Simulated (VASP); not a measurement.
Runs of VASP 6.6.1 on TaN. The structure is that of space group F-43m (No. 216), or close to it. The cells are those of the table. 

| level | spin | cell | k mesh | cutoff (eV) | gap on the mesh (eV) | pressure (GPa) | moment (μB) |
| --- | --- | --- | --- | --- | --- | --- | --- |
| r2SCAN | collinear, ferromagnetic start | a = 3.334 Å, angles 60.0°, 2 atoms | 12 × 12 × 12 | 660 | none | 4.3 | 0.00 |
| PBE | collinear, ferromagnetic start | a = 3.347 Å, angles 60.0°, 2 atoms | 12 × 12 × 12 | 600 | none | 4.3 | 0.00 |
| r2SCAN | collinear, ferromagnetic start | a = 3.302 Å, angles 60.0°, 2 atoms | 12 × 12 × 12 | 660 | none | 13.2 | 0.00 |
| PBE | collinear, ferromagnetic start | a = 3.379 Å, angles 60.0°, 2 atoms | 8 × 8 × 8 | 600 | none | -2.7 | 0.00 |
| r2SCAN | off | a = 3.347 Å, angles 60.0°, 2 atoms | 12 × 12 × 12 | 660 | none | (a) | - |

Alike in all rows: task single point; potentials or basis VASP PAW PBE potentials, release 64 (Ta_pv, N); smearing gaussian 0.05 eV.

Fill in the values left out.

(a) 1.2.

Caveats: spin-orbit coupling is left out, which moves the levels of the heavy elements; the PAW data sets were made with another functional, which shifts forces and pressure a little (some runs).

A k mesh can miss the band edges, and the runs leave out spin-orbit coupling on Ta.

A gap of «none» marks levels without a gap at the run's occupations.
